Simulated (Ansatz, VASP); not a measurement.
## CdS: VASP beside Ansatz

```
Cd S
1.0
     0.00000    2.91650    2.91650
     2.91650    0.00000    2.91650
     2.91650    2.91650    0.00000
Cd S
1 1
Direct
  0.00000 0.00000 0.00000
  0.75000 0.75000 0.75000
```

Alike in both runs: functional HSE06; k mesh 6 × 6 × 6; occupations fermi-dirac, width 0.05 eV; no spin polarisation.

|  | VASP | Ansatz |
| --- | --- | --- |
| version | VASP 6.6.1 | Ansatz 0.2.0 |
| potentials or method | VASP PAW PBE potentials, release 64 (Cd, S) | Ansatz PAW |
| plane-wave cutoff (eV) | 520 | 420 |
| valence electrons in the cell | 18 | 26 |
| task | single point | band structure |

Ansatz gave:

- gap on the k mesh at the Fermi level (eV): 2.16
- least direct gap on the mesh (eV): 2.16
- pressure (GPa): 1.7

Q: Estimate VASP's values.

A: gap on the k mesh at the Fermi level (eV): 2.17; least direct gap on the mesh (eV): 2.17; pressure (GPa): 2.0.

VASP's potentials hold 18 valence electrons a cell and Ansatz's 26, so a difference there can come from the potentials and not from the codes.
